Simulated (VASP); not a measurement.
# Rh (R-3c) in VASP: single point with PBE

Aim: the single point of Rh with PBE.

All numbers are computed with VASP 6.6.1; they aren't measurements. Logs are shortened: lines on timing, memory, paths and dates and some standing lists are left out, and cuts for length are marked.

## (1) The cell of the first run

Symmetry: R-3c, No. 167, trigonal system. Conventional cell: a = 8.260 Å, b = 8.260 Å, c = 4.430 Å, α = 90.00°, β = 90.00°, γ = 120.00°. Within 3.4 Å of Rh (site symmetry 2) lie 10 Rh at 2.55 to 2.70 Å.

## (2) Single point, PBE

File INCAR:

```
SYSTEM = Rh
PREC = Accurate
ENCUT = 520
EDIFF = 1E-7
ISMEAR = 0
SIGMA = 0.1
LREAL = .FALSE.
LASPH = .TRUE.
NELM = 100
ALGO = Fast
ISIF = 2
LWAVE = .FALSE.
LCHARG = .FALSE.
GGA = PE
NBANDS = 54
```

File KPOINTS:

```
regular mesh
0
G
  6 6 6
  0 0 0
```

File POSCAR:

```
Rh
1.0
    4.1301136302      2.3845222162      1.4765270619
   -4.1301136302      2.3845222162      1.4765270619
    0.0000000000     -4.7690444324      1.4765270619
Rh
6
Direct
    0.4378209231      0.2500026733      0.0621757517
    0.0621757517      0.4378209231      0.2500026733
    0.2500026733      0.0621757517      0.4378209231
    0.5621790769      0.7499973267      0.9378242483
    0.9378242483      0.5621790769      0.7499973267
    0.7499973267      0.9378242483      0.5621790769
```

Potentials or basis: VASP PAW PBE potentials, release 64 (Rh_pv).

Command:

```sh
> cat potpaw_PBE.64/Rh_pv/POTCAR > POTCAR
> mpirun -np 1 vasp_std > vasp.out
```

OUTCAR:

```text
SYSTEM = Rh
   PREC = Accurate
   ENCUT = 520
   EDIFF = 1E-7
   ISMEAR = 0
   LREAL = .FALSE.
   LASPH = .TRUE.
   NELM = 100
   ISIF = 2
   GGA = PE

 ion  position               nearest neighbor table
   1  0.438  0.250  0.062-   2 2.55   3 2.55   2 2.69   3 2.69   4 2.70   4 2.70   6 2.70   5 2.70
                             6 2.70   5 2.70
   2  0.062  0.438  0.250-   1 2.55   3 2.55   3 2.69   1 2.69   5 2.70   5 2.70   4 2.70   6 2.70
                             6 2.70   4 2.70
   3  0.250  0.062  0.438-   2 2.55   1 2.55   2 2.69   1 2.69   6 2.70   6 2.70   4 2.70   5 2.70
                             4 2.70   5 2.70
   4  0.562  0.750  0.938-   5 2.55   6 2.55   5 2.69   6 2.69   1 2.70   1 2.70   3 2.70   2 2.70
                             3 2.70   2 2.70
   5  0.938  0.562  0.750-   4 2.55   6 2.55   6 2.69   4 2.69   2 2.70   2 2.70   1 2.70   3 2.70
                             1 2.70   3 2.70
   6  0.750  0.938  0.562-   5 2.55   4 2.55   5 2.69   4 2.69   3 2.70   3 2.70   1 2.70   2 2.70
                             1 2.70   2 2.70

  LATTYP: Found a trigonal (rhomboedric) cell.
 ALAT       =     4.9923858988
 COS(alpha) =    -0.3687927643

  Lattice vectors:

 A1 = (   4.1301136302,   2.3845222162,   1.4765270619)
 A2 = (  -4.1301136302,   2.3845222162,   1.4765270619)
 A3 = (   0.0000000000,  -4.7690444324,   1.4765270619)

Analysis of symmetry for initial positions (statically):
=====================================================================
 Subroutine PRICEL returns:
 Original cell was already a primitive cell.

 Routine SETGRP: Setting up the symmetry group for a
 trigonal (rhombohedral) supercell.

 Subroutine GETGRP returns: Found  6 space group operations
 (whereof  6 operations were pure point group operations)
 out of a pool of 12 trial point group operations.

The static configuration has the point symmetry S_6 .

Analysis of symmetry for dynamics (positions and initial velocities):
=====================================================================
 Subroutine PRICEL returns:
 Original cell was already a primitive cell.

 Routine SETGRP: Setting up the symmetry group for a
 trigonal (rhombohedral) supercell.

 Subroutine GETGRP returns: Found  6 space group operations
 (whereof  6 operations were pure point group operations)
 out of a pool of 12 trial point group operations.

The dynamic configuration has the point symmetry S_6 .

 Subroutine INISYM returns: Found  6 space group operations
 (whereof  6 operations are pure point group operations),
 and found     1 'primitive' translations

----------------------------------------------------------------------------------------

                                     Primitive cell

  volume of cell :      87.2481

  direct lattice vectors                    reciprocal lattice vectors
     4.130113630  2.384522216  1.476527062     0.121062044  0.069895204  0.225754977
    -4.130113630  2.384522216  1.476527062    -0.121062044  0.069895204  0.225754977
     0.000000000 -4.769044432  1.476527062     0.000000000 -0.139790408  0.225754977

  length of vectors
     4.992385899  4.992385899  4.992385899     0.265530917  0.265530917  0.265530917

  position of ions in fractional coordinates (direct lattice)
     0.437820923  0.250002673  0.062175752
     0.062175752  0.437820923  0.250002673
     0.250002673  0.062175752  0.437820923
     0.562179077  0.749997327  0.937824248
     0.937824248  0.562179077  0.749997327
     0.749997327  0.937824248  0.562179077

  ion indices of the primitive-cell ions
   primitive index   ion index
                 1           1
                 2           2
                 3           3
                 4           4
                 5           5
                 6           6

----------------------------------------------------------------------------------------

 KPOINTS: regular mesh

Automatic generation of k-mesh.
 Grid dimensions read from file:
 generate k-points for:    6    6    6

 Generating k-lattice:

  Cartesian coordinates                     Fractional coordinates (reciprocal lattice)
     0.020177007  0.011649201  0.037625830     0.166666667  0.000000000  0.000000000
    -0.020177007  0.011649201  0.037625830     0.000000000  0.166666667  0.000000000
     0.000000000 -0.023298401  0.037625830     0.000000000  0.000000000  0.166666667

  Length of vectors
     0.044255153  0.044255153  0.044255153

  Shift w.r.t. Gamma in fractional coordinates (k-lattice)
     0.000000000  0.000000000  0.000000000

 Subroutine IBZKPT returns following result:
 ===========================================

 Found     40 irreducible k-points:

 Following reciprocal coordinates:
            Coordinates               Weight
  0.000000  0.000000  0.000000      1.000000
  0.166667  0.000000  0.000000      6.000000
  0.333333  0.000000  0.000000      6.000000
  0.500000 -0.000000  0.000000      3.000000
  0.166667  0.166667  0.000000      6.000000
  0.333333  0.166667 -0.000000      6.000000
[... 16 lines left out ...]
  0.333333  0.333333  0.166667      6.000000
  0.500000  0.333333  0.166667      6.000000
 [... further k-points ...]
   k-points           NKPTS =     40   k-points in BZ     NKDIM =     40   number of bands    NBANDS=     54
   number of dos      NEDOS =    301   number of ions     NIONS =      6
   total plane-waves  NPLWV =  64000
   dimension x,y,z NGX =    40 NGY =   40 NGZ =   40
   dimension x,y,z NGXF=    80 NGYF=   80 NGZF=   80
   ions per type =               6
   NGX,Y,Z   is equivalent  to a cutoff of  13.32, 13.32, 13.32 a.u.
   NGXF,Y,Z  is equivalent  to a cutoff of  26.64, 26.64, 26.64 a.u.
 SYSTEM =  Rh
   PREC   = accura    normal or accurate (medium, high low for compatibility)
   ISTART =      0    job   : 0-new  1-cont  2-samecut
   ICHARG =      2    charge: 1-file 2-atom 10-const
   ISPIN  =      1    spin polarized calculation?
   LNONCOLLINEAR =      F non collinear calculations
   LSORBIT =      F    spin-orbit coupling
   LASPH  =      T    aspherical Exc in radial PAW
   ENCUT  =  520.0 eV  38.22 Ry    6.18 a.u.   9.28  9.28  9.28*2*pi/ulx,y,z
   NELM   =    100;   NELMIN=  2; NELMDL= -5     # of ELM steps
   EDIFF  = 0.1E-06   stopping-criterion for ELM
   LREAL  =      F    real-space projection
   EDIFFG = 0.1E-05   stopping-criterion for IOM
   NSW    =      0    number of steps for IOM
   IBRION =     -1    ionic relax: 0-MD 1-quasi-New 2-CG
   NFREE  =      0    steps in history (QN), initial steepest desc. (CG)
   ISIF   =      2    stress and relaxation
   ISYM   =      2    0-nonsym 1-usesym 2-fastsym
   POTIM  = 0.5000    time-step for ionic-motion
   TEBEG  =    0.0;   TEEND  =   0.0 temperature during run
   PSTRESS=    0.0 pullay stress
   NELECT =      90.0000    total number of electrons
   NUPDOWN=      -1.0000    fix difference up-down
   EMIN   =  10.00;   EMAX   =-10.00  energy-range for DOS
   EFERMI =   0.00;   METHOD = LEGACY
   ISMEAR =     0;   SIGMA  =   0.10  broadening in eV -4-tet -1-fermi 0-gaus
   EFERMI_NEDOS =   21; number of points for ismear=-14 and -15
   IALGO  =     68    algorithm
   IMIX   =      4    mixing-type and parameters
     AMIX     =   0.40;   BMIX     =  1.00
     AMIX_MAG =   1.60;   BMIX_MAG =  1.00
  volume/ion in A,a.u.               =      14.54        98.13
  Fermi-wavevector in a.u.,A,eV,Ry     =   1.654133  3.125857 37.227644  2.736155
  Thomas-Fermi vector in A             =   2.742452
   LORBIT       =      0    0 simple, 1 ext, 2 COOP (PROOUT), +10 PAW based schemes
   GGA     = PE    functional components
   LHFCALC =     F    Hartree Fock is set to
   AEXX    =    0.0000 exact exchange contribution
   IVDW    =     0    specifies the selected vdW correction
   LEPSILON=     F    determine dielectric tensor
   LRPA    =     F    only Hartree local field effects (RPA)
 non-spin polarized calculation
 RMM-DIIS sequential band-by-band and
 Gauss-broadening in eV      SIGMA  =   0.10
  energy-cutoff  :      520.00
  volume of cell :       87.25
 maximum number of plane-waves:      2370
 NGX is ok and might be reduce to    40
   NGX = 19   NGY = 19   NGZ = 19

 number of electron      90.0000004 magnetization

 Free energy of the ion-electron system (eV)
  ---------------------------------------------------
  ext. energy  EPLUGINS =         0.00000000
  ---------------------------------------------------
  free energy    TOTEN  =       -42.60890237 eV

  energy without entropy =      -42.56723266  energy(sigma->0) =      -42.58806751

 E-fermi :  11.0149     XC(G=0): -13.6352

 val. band max:       11.0058900369   @ k =  -0.3333   0.1667   0.1667
 cond. band min:      11.0155058378   @ k =  -0.3333   0.1667   0.1667
 fundamental gap:      0.0096158009
 Fermi energy:        11.0149076521

 k-point     1 :       0.0000    0.0000    0.0000
  band No.  band energies     occupation
      1     -36.0032      2.00000
      2     -35.8986      2.00000
      3     -35.8986      2.00000
      4     -35.8838      2.00000
      5     -35.8647      2.00000
      6     -35.8647      2.00000
[... 46 lines left out ...]
     53      18.1464      0.00000
     54      18.5129      0.00000

 k-point     2 :       0.1667    0.0000    0.0000
  band No.  band energies     occupation
      1     -35.9818      2.00000
      2     -35.9432      2.00000
      3     -35.9414      2.00000
      4     -35.9316      2.00000
      5     -35.8237      2.00000
      6     -35.8139      2.00000
[... 46 lines left out ...]
     53      15.8255      0.00000
     54      17.8377      0.00000

 k-point     3 :       0.3333    0.0000    0.0000
  band No.  band energies     occupation
      1     -35.9756      2.00000
      2     -35.9607      2.00000
      3     -35.9478      2.00000
      4     -35.9120      2.00000
      5     -35.8241      2.00000
      6     -35.7951      2.00000
[... 46 lines left out ...]
     53      16.3855      0.00000
     54      17.3492      0.00000
[... 1084 lines left out ...]
 k-point    23 :       0.3333    0.3333    0.1667
  band No.  band energies     occupation
      1     -35.9396      2.00000
      2     -35.9325      2.00000
      3     -35.8472      2.00000
      4     -35.8014      2.00000
      5     -35.7813      2.00000
      6     -35.7481      2.00000
[... 46 lines left out ...]
     53      18.1370      0.00000
     54      20.1650      0.00000

 k-point    24 :       0.5000    0.3333    0.1667
  band No.  band energies     occupation
      1     -35.9915      2.00000
      2     -35.9133      2.00000
      3     -35.8489      2.00000
      4     -35.7996      2.00000
      5     -35.7759      2.00000
      6     -35.7498      2.00000
[... 46 lines left out ...]
     53      17.2834      0.00000
     54      18.4478      0.00000

 [... further k-points ...]

------------------------ aborting loop because EDIFF is reached ----------------------------------------

  FORCE on cell =-STRESS in cart. coord.  units (eV):
  Direction    XX          YY          ZZ          XY          YZ          ZX
  --------------------------------------------------------------------------------------
  -------------------------------------------------------------------------------------
  Total        0.0062209      0.0062209      0.1401860      0.0000000      0.0000000     -0.0000000
  in kB        0.1142380      0.1142380      2.5742995      0.0000003      0.0000000     -0.0000000
  external PRESSURE =       0.9342585 kB  Pullay stress =       0.0000000 kB

 VOLUME and BASIS-vectors are now :
 -----------------------------------------------------------------------------
  energy-cutoff  :      520.00
  volume of cell :       87.25
      direct lattice vectors                 reciprocal lattice vectors
     4.130113630  2.384522216  1.476527062     0.121062044  0.069895204  0.225754977
    -4.130113630  2.384522216  1.476527062    -0.121062044  0.069895204  0.225754977
     0.000000000 -4.769044432  1.476527062     0.000000000 -0.139790408  0.225754977

 POSITION                                       TOTAL-FORCE (eV/Angst)
 -----------------------------------------------------------------------------------
      0.77571      1.34361      1.10739         0.003509      0.005650     -0.000019
     -1.55146     -0.00002      1.10739        -0.006647      0.000214     -0.000019
      0.77575     -1.34359      1.10739         0.003139     -0.005864     -0.000019
     -0.77571     -1.34361      3.32219        -0.003509     -0.005650      0.000019
      1.55146      0.00002      3.32219         0.006647     -0.000214      0.000019
     -0.77575      1.34359      3.32219        -0.003139      0.005864      0.000019
 -----------------------------------------------------------------------------------
    total drift:                               -0.000000     -0.000000      0.000000

  FREE ENERGIE OF THE ION-ELECTRON SYSTEM (eV)
  ---------------------------------------------------
  free  energy   TOTEN  =       -42.6089023711 eV

  energy  without entropy=      -42.5672326581  energy(sigma->0) =      -42.58806751
```

Wall time 4.9 min (1 thread of Intel Xeon Platinum 8375C at 2.90GHz (Ice Lake), shared host); peak memory 0.31 GiB.

What came out:

```
Free energy            : -42.6089 eV
Pressure               : 0.1 GPa
Largest force          : 0.007 eV/Å
Band gap on the k mesh : zero (bands 45 and 46 overlap by 0.72 eV)
```

Forces in eV/Å, atoms in the order of the input:
```
Rh   0.004  0.006  0.000
Rh  -0.007  0.000  0.000
Rh   0.003 -0.006  0.000
Rh  -0.004 -0.006  0.000
Rh   0.007  0.000  0.000
Rh  -0.003  0.006  0.000
```

Stress tensor (GPa, compression positive):
```
0.01 0.00 0.00
0.00 0.01 0.00
0.00 0.00 0.26
```
